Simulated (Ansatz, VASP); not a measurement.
## ErH2OF3: VASP beside Ansatz

Contents of INCAR:

```
SYSTEM = ErH2OF3
PREC     = Accurate       ! precision mode
ENCUT    = 520            ! plane-wave cutoff, eV
EDIFF    = 1E-6           ! SCF threshold, eV
ISMEAR   = 0              ! smearing method
SIGMA    = 0.01           ! smearing width, eV
LREAL    = .False.        ! projectors in reciprocal space
LASPH    = .True.         ! aspherical terms in the spheres
NELM     = 200            ! most SCF steps
ALGO     = Normal         ! electronic algorithm
ISIF     = 2              ! what is computed and relaxed
LWAVE    = .False.        ! write WAVECAR
LCHARG   = .False.        ! write CHGCAR
ISPIN    = 2              ! spin polarisation
MAGMOM   = 3 0 0 0 0 0 0  ! initial moments
LORBIT   = 11             ! projections on sites
LMAXMIX  = 6              ! l up to which the mixer works
GGA      = PE             ! functional
NBANDS   = 38             ! bands
GGA_COMPAT= .False.      
NELMDL   = -8
```

KPOINTS

```
regular mesh
0
Gamma
  1 1 1
  0 0 0
```

The input POSCAR:

```
ErH2OF3
1.0
   11.7300000000      0.0000000000      0.0000000000
    0.0000000000     12.3200000000      0.0000000000
    0.0000000000      0.0000000000     12.3200000000
Er F O H
1 3 1 2
Direct
    0.5308823500      0.4510779200      0.5486534100
    0.6167809000      0.5636282500      0.6344715900
    0.4147519200      0.3661712700      0.6335600600
    0.6167809000      0.3652597400      0.4361030800
    0.4157877200      0.5639431800      0.4357881500
    0.3836317100      0.6344715900      0.4551745100
    0.3836317100      0.5445568200      0.3652597400
```

Input for Ansatz:

```yaml
crystal:
  lattice:
    - [11.73, 0.0, 0.0]
    - [0.0, 12.32, 0.0]
    - [0.0, 0.0, 12.32]
  atoms:
    - { symbol: Er, position: [0.53088235, 0.45107792, 0.54865341], spin: 3.0 }
    - { symbol: F, position: [0.6167809, 0.56362825, 0.63447159] }
    - { symbol: F, position: [0.41475192, 0.36617127, 0.63356006] }
    - { symbol: F, position: [0.6167809, 0.36525974, 0.43610308] }
    - { symbol: O, position: [0.41578772, 0.56394318, 0.43578815] }
    - { symbol: H, position: [0.38363171, 0.63447159, 0.45517451] }
    - { symbol: H, position: [0.38363171, 0.54455682, 0.36525974] }
basis:
  ecutwfc: 420
  ecutrho_ratio: 4
kpoints:
  mp_grid: { grid: [1, 1, 1] }
hamiltonian:
  xc: pbe
scf:
  occupations: { method: gaussian, width: 0.01 }
output:
  forces: true
  eigenvalues: true
  populations: true
  hubbard: { sites: [{ species: Er, l: f }] }
magnetization:
  spin_polarized: true
```

Alike in both runs: task single point; functional PBE; k mesh 1 × 1 × 1; occupations gaussian, width 0.01 eV; collinear spin.

|  | VASP | Ansatz |
| --- | --- | --- |
| version | VASP 6.6.1 | Ansatz 0.2.0 |
| potentials or method | VASP PAW PBE potentials, release 64 (Er, F, O, H), cutoff 520 eV | scalar-relativistic, plane waves, PAW |
| valence electrons in the cell | 51 | 51 |

Ansatz gave:

| Property | Result |
| --- | --- |
| gap on the k mesh at the Fermi level (eV) | 1.14 |
| rms of the force components (eV/Å) | 0.123 |
| net moment per atom (μB) | 0.43 |
| size of the moment on the site where the two differ most (μB) | 2.86 |

Task: What did VASP give for the same quantities?

Result: gap on the k mesh at the Fermi level (eV): 1.07; rms of the force components (eV/Å): 0.121; net moment per atom (μB): 0.43; size of the moment on the site where the two differ most (μB): 2.90.

Site moments also hang on the region over which each program counts them. Atom by atom the forces differ by 0.072 eV/Å (rms over components). Ansatz's warnings: symmetry narrowed by open shell.

Spin-orbit coupling is off throughout. Noted on VASP's run: the magnetic or orbital state may not be the lowest.
